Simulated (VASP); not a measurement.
# InSe in VASP: a series of runs, part 2 of 2

VASP 6.6.1.

## Step 3: Relaxation of cell and atoms, PBE+D3(BJ)

This run uses another cell than the first one.

File INCAR:

```
ALGO     = Normal         # electronic algorithm
EDIFF    = 1E-7           # SCF threshold, eV
EDIFFG   = -0.005         # ionic threshold
ENCUT    = 600            # plane-wave cutoff, eV
GGA      = PE             # functional
IBRION   = 2              # ionic algorithm
ISIF     = 3              # what is computed and relaxed
ISMEAR   = 0              # smearing method
IVDW     = 12             # dispersion correction
KPAR     = 8            
LASPH    = T              # aspherical terms in the spheres
LATTICE_CONSTRAINTS= .TRUE. .TRUE. .FALSE.
LCHARG   = F              # write CHGCAR
LREAL    = F              # projectors in reciprocal space
LWAVE    = F              # write WAVECAR
NELM     = 80             # most SCF steps
NSW      = 90             # ionic steps
PREC     = Accurate       # precision mode
SIGMA    = 0.03           # smearing width, eV
```

File KPOINTS:

```
k-points
0
Gamma
  9 9 1
```

File POSCAR:

```
InSe                                    
1.0
    4.0331521166      0.0000000000      0.0000000000
   -2.0165760583      3.4928121953      0.0000000000
    0.0000000000      0.0000000000     48.6777120000
  Se              In            
     8     8
Direct
     0.0000000000000000    0.0000000000000000    0.1879424213051437
     0.0000000000000000    0.0000000000000000    0.2984851191543082
     0.6666666699999979    0.3333333300000021    0.3592610405747665
     0.6666666699999979    0.3333333300000021    0.4695318719324120
     0.3333333300000021    0.6666666699999979    0.5304130384162484
     0.3333333300000021    0.6666666699999979    0.6407031262002856
     0.0000000000000000    0.0000000000000000    0.7015381808824840
     0.0000000000000000    0.0000000000000000    0.8120389387315112
     0.6666666699999979    0.3333333300000021    0.2145278885451569
     0.6666666699999979    0.3333333300000021    0.2719638336930786
     0.3333333300000021    0.6666666699999979    0.3856803535942511
     0.3333333300000021    0.6666666699999979    0.4430625919828378
     0.0000000000000000    0.0000000000000000    0.5568489725853650
     0.0000000000000000    0.0000000000000000    0.6142431626581975
     0.6666666699999979    0.3333333300000021    0.7280221879030366
     0.6666666699999979    0.3333333300000021    0.7854598618409276
```

Potentials or basis: VASP PAW PBE potentials, release 64 (Se, In_d).

The run is started by

```console
$ cat potpaw_PBE.64/Se/POTCAR potpaw_PBE.64/In_d/POTCAR > POTCAR
$ mpirun -np 8 vasp_std > vasp.out
```

OUTCAR:

```text
EDIFF = 1E-7
   EDIFFG = -0.005
   ENCUT = 600
   GGA = PE
   IBRION = 2
   ISIF = 3
   ISMEAR = 0
   IVDW = 12
   LASPH = T
   LREAL = F
   NELM = 80
   NSW = 90
   PREC = Accurate
 IVDW          = 12

 ion  position               nearest neighbor table
   1  0.000  0.000  0.188-   9 2.66   9 2.66   9 2.66
   2  0.000  0.000  0.298-  10 2.66  10 2.66  10 2.66
   3  0.667  0.333  0.359-  11 2.66  11 2.66  11 2.66
   4  0.667  0.333  0.470-  12 2.66  12 2.66  12 2.66
   5  0.333  0.667  0.530-  13 2.66  13 2.66  13 2.66
   6  0.333  0.667  0.641-  14 2.66  14 2.66  14 2.66
   7  0.000  0.000  0.702-  15 2.66  15 2.66  15 2.66
   8  0.000  0.000  0.812-  16 2.66  16 2.66  16 2.66
   9  0.667  0.333  0.215-   1 2.66   1 2.66   1 2.66  10 2.80
  10  0.667  0.333  0.272-   2 2.66   2 2.66   2 2.66   9 2.80
  11  0.333  0.667  0.386-   3 2.66   3 2.66   3 2.66  12 2.79
  12  0.333  0.667  0.443-   4 2.66   4 2.66   4 2.66  11 2.79
  13  0.000  0.000  0.557-   5 2.66   5 2.66   5 2.66  14 2.79
  14  0.000  0.000  0.614-   6 2.66   6 2.66   6 2.66  13 2.79
[... 363 lines left out ...]
--------------------------------------- Ionic step        4  -------------------------------------------

 number of electron     152.0000000 magnetization

 Free energy of the ion-electron system (eV)
  ---------------------------------------------------
  ext. energy  EPLUGINS =         0.00000000
  ---------------------------------------------------
  free energy    TOTEN  =       -56.68582498 eV

  energy without entropy =      -56.68582498  energy(sigma->0) =      -56.68582498

 E-fermi :   1.0992     XC(G=0):  -6.3047

 val. band max:        0.9420856176   @ k =   0.1111   0.0000   0.0000
 cond. band min:       1.6199246868   @ k =   0.0000   0.0000   0.0000
 fundamental gap:      0.6778390693
 Fermi energy:         1.0991785637

 k-point     1 :       0.0000    0.0000    0.0000
  band No.  band energies     occupation
      1     -13.6711      2.00000
      2     -13.6695      2.00000
      3     -13.6508      2.00000
      4     -13.6433      2.00000
      5     -13.4853      2.00000
      6     -13.4853      2.00000
[... 1081 lines left out ...]
     87       4.3984      0.00000
     88       4.4461      0.00000
 [bands above 88 left out]

------------------------ aborting loop because EDIFF is reached ----------------------------------------

 Edisp (eV)   -4.46441

 E8    (eV) :    -2.0707
[... 39 lines left out ...]
  FREE ENERGIE OF THE ION-ELECTRON SYSTEM (eV)
  ---------------------------------------------------
  free  energy   TOTEN  =       -61.1502301248 eV

  energy  without entropy=      -61.1502301248  energy(sigma->0) =      -61.15023012

 reached required accuracy - stopping structural energy minimisation
```

It took 11 min on 8 MPI ranks of Intel Xeon 6975P-C (Granite Rapids), shared host; peak memory 1.3 GiB.

Results:

```yaml
Free_energy: -61.1502 eV
Relaxed_cell: a = 4.034 Å, b = 4.034 Å, c = 48.678 Å, α = 90.00°, β = 90.00°, γ = 120.00°
Space_group_after_relaxing_to_0.1_Å: P3m1 (No. 156)
Energy_gained_by_relaxing: 0.0 meV/atom
Ionic_steps: 4
Largest_force_after_relaxing: 0.004 eV/Å
Band_gap_on_the_k_mesh: 0.68 eV (least direct gap 0.70 eV)
Dispersion_energy_per_atom: -0.279 eV
```

Forces in eV/Å, atoms in the order of the input:
```
Se   0.000  0.000  0.003
Se   0.000  0.000 -0.002
Se   0.000  0.000  0.000
Se   0.000  0.000  0.001
Se   0.000  0.000  0.000
Se   0.000  0.000 -0.001
Se   0.000  0.000  0.002
Se   0.000  0.000 -0.004
In   0.000  0.000  0.004
In   0.000  0.000 -0.002
In   0.000  0.000 -0.004
In   0.000  0.000  0.004
In   0.000  0.000 -0.004
In   0.000  0.000  0.004
In   0.000  0.000  0.001
In   0.000  0.000 -0.002
```

Final structure:
```yaml
crystal:
  lattice:
    - [4.03372, 0.00000, 0.00000]
    - [-2.01686, 3.49330, 0.00000]
    - [0.00000, 0.00000, 48.67771]
  atoms:
    - { symbol: Se, position: [0.00000, 0.00000, 0.18796] }
    - { symbol: Se, position: [0.00000, 0.00000, 0.29847] }
    - { symbol: Se, position: [0.66667, 0.33333, 0.35924] }
    - { symbol: Se, position: [0.66667, 0.33333, 0.46955] }
    - { symbol: Se, position: [0.33333, 0.66667, 0.53040] }
    - { symbol: Se, position: [0.33333, 0.66667, 0.64072] }
    - { symbol: Se, position: [0.00000, 0.00000, 0.70155] }
    - { symbol: Se, position: [0.00000, 0.00000, 0.81203] }
    - { symbol: In, position: [0.66667, 0.33333, 0.21453] }
    - { symbol: In, position: [0.66667, 0.33333, 0.27197] }
    - { symbol: In, position: [0.33333, 0.66667, 0.38568] }
    - { symbol: In, position: [0.33333, 0.66667, 0.44307] }
    - { symbol: In, position: [0.00000, 0.00000, 0.55685] }
    - { symbol: In, position: [0.00000, 0.00000, 0.61424] }
    - { symbol: In, position: [0.66667, 0.33333, 0.72802] }
    - { symbol: In, position: [0.66667, 0.33333, 0.78545] }
```

Levels at points of the mesh, in eV from the valence-band top:
| k point | band 73 | band 74 | band 75 | band 76 | band 77 | band 78 | band 79 | band 80 |
| --- | --- | --- | --- | --- | --- | --- | --- | --- |
| (0.00, 0.00, 0.00) | -0.93 | -0.90 | -0.47 | -0.03 | 0.68 | 1.07 | 1.47 | 1.78 |

Caveat: spin-orbit coupling is left out, which moves the levels of the heavy elements.
